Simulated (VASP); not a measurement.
# Ti in VASP: notebook

Runs on Ti. Level: PBE. Tasks: single point.

Program: VASP 6.6.1. These are calculated values, not measurements. Logs are shortened: lines on timing, memory, paths and dates and some standing lists are left out, and cuts for length are marked.

## (1) The cell of the first run

The cell holds a wire or tube with vacuum around it, 4 atoms: a = 11.700 Å, b = 9.300 Å, c = 4.993 Å, α = 90.00°, β = 90.00°, γ = 90.00°.

## (2) Single point, PBE, collinear spin

File INCAR:

```
PREC = Accurate
ENCUT = 520
EDIFF = 1E-6
ISMEAR = 0
SIGMA = 0.05
LREAL = F
LASPH = T
NELM = 150
ALGO = Normal
ISIF = 2
LWAVE = F
LCHARG = T
ISPIN = 2
MAGMOM = 1.5 1.5 1.5 1.5
LORBIT = 11
LMAXMIX = 4
GGA = PE
LELF = T
LVHAR = T
NBANDS = 36
```

File KPOINTS:

```
regular mesh
0
Gamma
  1 1 13
```

File POSCAR:

```
Ti
1.0
   11.7000000000      0.0000000000      0.0000000000
    0.0000000000      9.3000000000      0.0000000000
    0.0000000000      0.0000000000      4.9928812687
Ti
4
Direct
    0.3945513763      0.5000000000      0.0000000000
    0.3945513763      0.5000000000      0.5000000000
    0.6054486237      0.5000000000      0.0000000000
    0.6054486237      0.5000000000      0.5000000000
```

Potentials or basis: VASP PAW PBE potentials, release 64 (Ti_sv).

Command:

```console
> cat potpaw_PBE.64/Ti_sv/POTCAR > POTCAR
> mpirun -np 1 vasp_std > vasp.out
```

OUTCAR:

```text
PREC = Accurate
   ENCUT = 520
   EDIFF = 1E-6
   ISMEAR = 0
   LREAL = F
   LASPH = T
   NELM = 150
   ISIF = 2
   ISPIN = 2
   LORBIT = 11
   GGA = PE

 ion  position               nearest neighbor table
   1  0.395  0.500  0.000-   3 2.47   2 2.50   2 2.50
   2  0.395  0.500  0.500-   4 2.47   1 2.50   1 2.50
   3  0.605  0.500  0.000-   1 2.47   4 2.50   4 2.50
   4  0.605  0.500  0.500-   2 2.47   3 2.50   3 2.50

  LATTYP: Found a simple orthorhombic cell.
 ALAT       =     4.9928812687
 B/A-ratio  =     1.8626519437
 C/A-ratio  =     2.3433363163

  Lattice vectors:

 A1 = (   0.0000000000,   0.0000000000,  -4.9928812687)
 A2 = (   0.0000000000,   9.3000000000,   0.0000000000)
 A3 = (  11.7000000000,   0.0000000000,   0.0000000000)

Analysis of symmetry for initial positions (statically):
=====================================================================
 Subroutine PRICEL returns following result:

  LATTYP: Found a simple orthorhombic cell.
 ALAT       =     2.4964406343
 B/A-ratio  =     3.7253038875
 C/A-ratio  =     4.6866726326
[... 12 lines left out ...]
 Subroutine GETGRP returns: Found  8 space group operations
 (whereof  8 operations were pure point group operations)
 out of a pool of  8 trial point group operations.

The static configuration has the point symmetry D_2h.

Analysis of symmetry for dynamics (positions and initial velocities):
=====================================================================
 Subroutine PRICEL returns following result:

  LATTYP: Found a simple orthorhombic cell.
 ALAT       =     2.4964406343
 B/A-ratio  =     3.7253038875
 C/A-ratio  =     4.6866726326
[... 12 lines left out ...]
 Subroutine GETGRP returns: Found  8 space group operations
 (whereof  8 operations were pure point group operations)
 out of a pool of  8 trial point group operations.

The dynamic configuration has the point symmetry D_2h.

Analysis of structural, dynamic, and magnetic symmetry:
=====================================================================
 Subroutine PRICEL returns following result:

  LATTYP: Found a simple orthorhombic cell.
 ALAT       =     2.4964406343
 B/A-ratio  =     3.7253038875
 C/A-ratio  =     4.6866726326
[... 12 lines left out ...]
 Subroutine GETGRP returns: Found  8 space group operations
 (whereof  8 operations were pure point group operations)
 out of a pool of  8 trial point group operations.

The overall configuration has the point symmetry D_2h.

 Subroutine INISYM returns: Found  8 space group operations
 (whereof  8 operations are pure point group operations),
 and found     2 'primitive' translations

----------------------------------------------------------------------------------------

                                     Primitive cell

  volume of cell :     271.6377

  direct lattice vectors                    reciprocal lattice vectors
     0.000000000  0.000000000 -2.496440634     0.000000000  0.000000000 -0.400570310
     0.000000000  9.300000000  0.000000000     0.000000000  0.107526882  0.000000000
    11.700000000  0.000000000  0.000000000     0.085470085  0.000000000  0.000000000

  length of vectors
     2.496440634  9.300000000 11.700000000     0.400570310  0.107526882  0.085470085

  position of ions in fractional coordinates (direct lattice)
     0.000000000  0.500000000  0.394551376
     0.000000000  0.500000000  0.605448624

  ion indices of the primitive-cell ions
   primitive index   ion index
                 1           1
                 2           3

----------------------------------------------------------------------------------------

 KPOINTS: regular mesh

Automatic generation of k-mesh.
 Grid dimensions read from file:
 generate k-points for:    1    1   13

 Generating k-lattice:

  Cartesian coordinates                     Fractional coordinates (reciprocal lattice)
     0.085470085  0.000000000  0.000000000     1.000000000  0.000000000  0.000000000
     0.000000000  0.107526882  0.000000000     0.000000000  1.000000000  0.000000000
     0.000000000  0.000000000  0.015406550     0.000000000  0.000000000  0.076923077

  Length of vectors
     0.085470085  0.107526882  0.015406550

  Shift w.r.t. Gamma in fractional coordinates (k-lattice)
     0.000000000  0.000000000  0.000000000

 Subroutine IBZKPT returns following result:
 ===========================================

 Found      7 irreducible k-points:

 Following reciprocal coordinates:
            Coordinates               Weight
  0.000000  0.000000  0.000000      1.000000
  0.000000  0.000000  0.076923      2.000000
  0.000000  0.000000  0.153846      2.000000
  0.000000  0.000000  0.230769      2.000000
  0.000000  0.000000  0.307692      2.000000
  0.000000  0.000000  0.384615      2.000000
  0.000000  0.000000  0.461538      2.000000
   k-points           NKPTS =      7   k-points in BZ     NKDIM =      7   number of bands    NBANDS=     36
   number of dos      NEDOS =    301   number of ions     NIONS =      4
   total plane-waves  NPLWV = 252000
   dimension x,y,z NGX =    90 NGY =   70 NGZ =   40
   dimension x,y,z NGXF=   180 NGYF=  140 NGZF=   80
   ions per type =               4
   NGX,Y,Z   is equivalent  to a cutoff of  12.79, 12.51, 13.32 a.u.
   NGXF,Y,Z  is equivalent  to a cutoff of  25.58, 25.03, 26.64 a.u.
 SYSTEM =  unknown system
   PREC   = accura    normal or accurate (medium, high low for compatibility)
   ISTART =      0    job   : 0-new  1-cont  2-samecut
   ICHARG =      2    charge: 1-file 2-atom 10-const
   ISPIN  =      2    spin polarized calculation?
   LNONCOLLINEAR =      F non collinear calculations
   LSORBIT =      F    spin-orbit coupling
   LASPH  =      T    aspherical Exc in radial PAW
   ENCUT  =  520.0 eV  38.22 Ry    6.18 a.u.  21.75 17.29  9.28*2*pi/ulx,y,z
   NELM   =    150;   NELMIN=  2; NELMDL= -5     # of ELM steps
   EDIFF  = 0.1E-05   stopping-criterion for ELM
   LREAL  =      F    real-space projection
   EDIFFG = 0.1E-04   stopping-criterion for IOM
   NSW    =      0    number of steps for IOM
   IBRION =     -1    ionic relax: 0-MD 1-quasi-New 2-CG
   NFREE  =      0    steps in history (QN), initial steepest desc. (CG)
   ISIF   =      2    stress and relaxation
   ISYM   =      2    0-nonsym 1-usesym 2-fastsym
   POTIM  = 0.5000    time-step for ionic-motion
   TEBEG  =    0.0;   TEEND  =   0.0 temperature during run
   PSTRESS=    0.0 pullay stress
   NELECT =      48.0000    total number of electrons
   NUPDOWN=      -1.0000    fix difference up-down
   EMIN   =  10.00;   EMAX   =-10.00  energy-range for DOS
   EFERMI =   0.00;   METHOD = LEGACY
   ISMEAR =     0;   SIGMA  =   0.05  broadening in eV -4-tet -1-fermi 0-gaus
   EFERMI_NEDOS =   21; number of points for ismear=-14 and -15
   IALGO  =     38    algorithm
   IMIX   =      4    mixing-type and parameters
     AMIX     =   0.40;   BMIX     =  1.00
     AMIX_MAG =   1.60;   BMIX_MAG =  1.00
  volume/ion in A,a.u.               =     135.82       916.55
  Fermi-wavevector in a.u.,A,eV,Ry     =   0.729147  1.377888  7.233615  0.531656
  Thomas-Fermi vector in A             =   1.820797
   LORBIT       =     11    0 simple, 1 ext, 2 COOP (PROOUT), +10 PAW based schemes
   GGA     = PE    functional components
   LHFCALC =     F    Hartree Fock is set to
   AEXX    =    0.0000 exact exchange contribution
   IVDW    =     0    specifies the selected vdW correction
   LEPSILON=     F    determine dielectric tensor
   LRPA    =     F    only Hartree local field effects (RPA)
 spin polarized calculation
 Gauss-broadening in eV      SIGMA  =   0.05
  energy-cutoff  :      520.00
  volume of cell :      543.28
 maximum number of plane-waves:     14677
 NGX is ok and might be reduce to    90
   NGX = 43   NGY = 35   NGZ = 19

 number of electron      47.9999984 magnetization       5.5384721

 Free energy of the ion-electron system (eV)
  ---------------------------------------------------
  ext. energy  EPLUGINS =         0.00000000
  ---------------------------------------------------
  free energy    TOTEN  =       -19.93579469 eV

  energy without entropy =      -19.93065940  energy(sigma->0) =      -19.93322704

 E-fermi :  -1.8909     XC(G=0):  -3.0518

 val. band max:       -1.9550140317   @ k =   0.0000   0.0000   0.2308
 cond. band min:      -1.8737039783   @ k =   0.0000   0.0000   0.3846
 fundamental gap:      0.0813100534
 Fermi energy:        -1.8908618457

 spin component 1

 k-point     1 :       0.0000    0.0000    0.0000
  band No.  band energies     occupation
      1     -59.1401      1.00000
      2     -59.0166      1.00000
      3     -58.9270      1.00000
      4     -58.8091      1.00000
      5     -35.8377      1.00000
      6     -35.7777      1.00000
[... 262 lines left out ...]
     35      -0.8067      0.00000
     36      -0.4137      0.00000
 Fermi energy:        -1.8908618457

 spin component 2

 k-point     1 :       0.0000    0.0000    0.0000
  band No.  band energies     occupation
      1     -58.2920      1.00000
      2     -58.1735      1.00000
      3     -58.0796      1.00000
      4     -57.9670      1.00000
      5     -34.9543      1.00000
      6     -34.8405      1.00000
[... 262 lines left out ...]
     35       0.2851      0.00000
     36       0.5388      0.00000

------------------------ aborting loop because EDIFF is reached ----------------------------------------

  FORCE on cell =-STRESS in cart. coord.  units (eV):
  Direction    XX          YY          ZZ          XY          YZ          ZX
  --------------------------------------------------------------------------------------
  -------------------------------------------------------------------------------------
  Total        0.0760465     -0.1166324     -0.0520039      0.0000000      0.0000000      0.0000000
  in kB        0.2242692     -0.3439614     -0.1533650      0.0000000      0.0000000      0.0000000
  external PRESSURE =      -0.0910190 kB  Pullay stress =       0.0000000 kB

 VOLUME and BASIS-vectors are now :
 -----------------------------------------------------------------------------
  energy-cutoff  :      520.00
  volume of cell :      543.28
      direct lattice vectors                 reciprocal lattice vectors
    11.700000000  0.000000000  0.000000000     0.085470085  0.000000000  0.000000000
     0.000000000  9.300000000  0.000000000     0.000000000  0.107526882  0.000000000
     0.000000000  0.000000000  4.992881269     0.000000000  0.000000000  0.200285155

 POSITION                                       TOTAL-FORCE (eV/Angst)
 -----------------------------------------------------------------------------------
      4.61625      4.65000      0.00000        -0.004390      0.000000     -0.000000
      4.61625      4.65000      2.49644        -0.004390      0.000000     -0.000000
      7.08375      4.65000      0.00000         0.004390     -0.000000      0.000000
      7.08375      4.65000      2.49644         0.004390     -0.000000      0.000000
 -----------------------------------------------------------------------------------
    total drift:                               -0.000000      0.000000     -0.000000

  FREE ENERGIE OF THE ION-ELECTRON SYSTEM (eV)
  ---------------------------------------------------
  free  energy   TOTEN  =       -19.9357946853 eV

  energy  without entropy=      -19.9306594020  energy(sigma->0) =      -19.93322704

 total charge

# of ion       s       p       d       tot
------------------------------------------
    1        2.252   6.010   2.090  10.351
    2        2.252   6.010   2.090  10.351
    3        2.252   6.010   2.090  10.351
    4        2.252   6.010   2.090  10.351
--------------------------------------------------
tot          9.006  24.040   8.359  41.406

 magnetization (x)

# of ion       s       p       d       tot
------------------------------------------
    1        0.046   0.030   0.872   0.948
    2        0.046   0.030   0.872   0.948
    3        0.046   0.030   0.872   0.948
    4        0.046   0.030   0.872   0.948
--------------------------------------------------
tot          0.184   0.118   3.488   3.790
```

It took 11 min on 1 thread of Intel Xeon 6975P-C (Granite Rapids), shared host; peak memory 0.8 GiB.

Results:

```yaml
Free_energy: -19.9358 eV
Largest_force: 0.004 eV/Å
Net_moment: 5.54 μB per cell
Site_moments: Ti +0.95 μB
Valence_electrons_inside_the_program's_atomic_spheres: Ti 10.35
```

Forces in eV/Å, atoms in the order of the input:
```
Ti  -0.004  0.000  0.000
Ti  -0.004  0.000  0.000
Ti   0.004  0.000  0.000
Ti   0.004  0.000  0.000
```

## (3) Single point, PBE, collinear spin

This run uses another cell than the first one.

File INCAR:

```
PREC     = Accurate       # precision mode
ENCUT    = 520            # plane-wave cutoff, eV
EDIFF    = 1E-6           # SCF threshold, eV
ISMEAR   = 0              # smearing method
SIGMA    = 0.05           # smearing width, eV
LREAL    = F              # projectors in reciprocal space
LASPH    = T              # aspherical terms in the spheres
NELM     = 150            # most SCF steps
ALGO     = Normal         # electronic algorithm
ISIF     = 2              # what is computed and relaxed
LWAVE    = F              # write WAVECAR
LCHARG   = F              # write CHGCAR
ISPIN    = 2              # spin polarisation
MAGMOM   = 1.5 1.5 1.5 1.5 # initial moments
LORBIT   = 11             # projections on sites
LMAXMIX  = 4              # l up to which the mixer works
GGA      = PE             # functional
NBANDS   = 36             # bands
```

File KPOINTS:

```
Automatic mesh
0
Gamma
  1 1 13
```

File POSCAR:

```
Ti
1.0
   11.7000000000      0.0000000000      0.0000000000
    0.0000000000      9.3000000000      0.0000000000
    0.0000000000      0.0000000000      5.0748308786
Ti
4
Direct
    0.3861416149      0.5000000000      0.0000000000
    0.3861416149      0.5000000000      0.5000000000
    0.6138583851      0.5000000000      0.0000000000
    0.6138583851      0.5000000000      0.5000000000
```

Potentials or basis: VASP PAW PBE potentials, release 64 (Ti_sv).

Command:

```console
> cat potpaw_PBE.64/Ti_sv/POTCAR > POTCAR
> mpirun -np 1 vasp_std > vasp.out
```

OUTCAR:

```text
PREC = Accurate
   ENCUT = 520
   EDIFF = 1E-6
   ISMEAR = 0
   LREAL = F
   LASPH = T
   NELM = 150
   ISIF = 2
   ISPIN = 2
   LORBIT = 11
   GGA = PE

 ion  position               nearest neighbor table
   1  0.386  0.500  0.000-   2 2.54   2 2.54   3 2.66
   2  0.386  0.500  0.500-   1 2.54   1 2.54   4 2.66
   3  0.614  0.500  0.000-   4 2.54   4 2.54   1 2.66
   4  0.614  0.500  0.500-   3 2.54   3 2.54   2 2.66

  LATTYP: Found a simple orthorhombic cell.
 ALAT       =     5.0748308786
 B/A-ratio  =     1.8325733847
 C/A-ratio  =     2.3054955485

  Lattice vectors:

 A1 = (   0.0000000000,   0.0000000000,  -5.0748308786)
 A2 = (   0.0000000000,   9.3000000000,   0.0000000000)
 A3 = (  11.7000000000,   0.0000000000,   0.0000000000)

Analysis of symmetry for initial positions (statically):
[... 765 lines left out ...]

  FORCE on cell =-STRESS in cart. coord.  units (eV):
  Direction    XX          YY          ZZ          XY          YZ          ZX
  --------------------------------------------------------------------------------------
  -------------------------------------------------------------------------------------
  Total       -4.2735238     -0.1058513     -1.9000550      0.0000000     -0.0000000      0.0000000
  in kB      -12.3995615     -0.3071259     -5.5129794      0.0000000     -0.0000000      0.0000000
  external PRESSURE =      -6.0732223 kB  Pullay stress =       0.0000000 kB

 VOLUME and BASIS-vectors are now :
 -----------------------------------------------------------------------------
  energy-cutoff  :      520.00
  volume of cell :      552.19
      direct lattice vectors                 reciprocal lattice vectors
    11.700000000  0.000000000  0.000000000     0.085470085  0.000000000  0.000000000
     0.000000000  9.300000000  0.000000000     0.000000000  0.107526882  0.000000000
     0.000000000  0.000000000  5.074830879     0.000000000  0.000000000  0.197050902

 POSITION                                       TOTAL-FORCE (eV/Angst)
 -----------------------------------------------------------------------------------
      4.51786      4.65000      0.00000         0.816116     -0.000000     -0.000000
      4.51786      4.65000      2.53742         0.816116     -0.000000      0.000000
      7.18214      4.65000      0.00000        -0.816116      0.000000     -0.000000
      7.18214      4.65000      2.53742        -0.816116      0.000000      0.000000
 -----------------------------------------------------------------------------------
    total drift:                                0.000000      0.000000     -0.000000

  FREE ENERGIE OF THE ION-ELECTRON SYSTEM (eV)
  ---------------------------------------------------
  free  energy   TOTEN  =       -19.7354488155 eV

  energy  without entropy=      -19.7287613267  energy(sigma->0) =      -19.73210507

 total charge

# of ion       s       p       d       tot
------------------------------------------
    1        2.247   6.000   2.029  10.276
    2        2.247   6.000   2.029  10.276
    3        2.247   6.000   2.029  10.276
    4        2.247   6.000   2.029  10.276
--------------------------------------------------
tot          8.989  24.002   8.114  41.105

 magnetization (x)

# of ion       s       p       d       tot
------------------------------------------
    1        0.038   0.025   0.846   0.909
    2        0.038   0.025   0.846   0.909
    3        0.038   0.025   0.846   0.909
    4        0.038   0.025   0.846   0.909
--------------------------------------------------
tot          0.151   0.101   3.384   3.636
```

stdout:

```text
POSCAR found type information on POSCAR Ti
 POSCAR found :  1 types and       4 ions
 scaLAPACK will be used
 LDA part: xc-table for (Slater+PW92), standard interpolation
 POSCAR, INCAR and KPOINTS ok, starting setup
 FFT: planning ... GRIDC
 FFT: planning ... GRID_SOFT
 FFT: planning ... GRID
 WAVECAR not read
 entering main loop
```

It took 12 min on 1 thread of Intel Xeon 6975P-C (Granite Rapids), shared host; peak memory 0.8 GiB.

What came out:

| Quantity | Value |
| --- | --- |
| Free energy | -19.7354 eV |
| Largest force | 0.816 eV/Å |
| Net moment | 5.35 μB per cell |
| Site moments | Ti +0.91 μB |
| Valence electrons inside the program's atomic spheres | Ti 10.28 |

Forces in eV/Å, atoms in the order of the input:
```
Ti   0.816  0.000  0.000
Ti   0.816  0.000  0.000
Ti  -0.816  0.000  0.000
Ti  -0.816  0.000  0.000
```
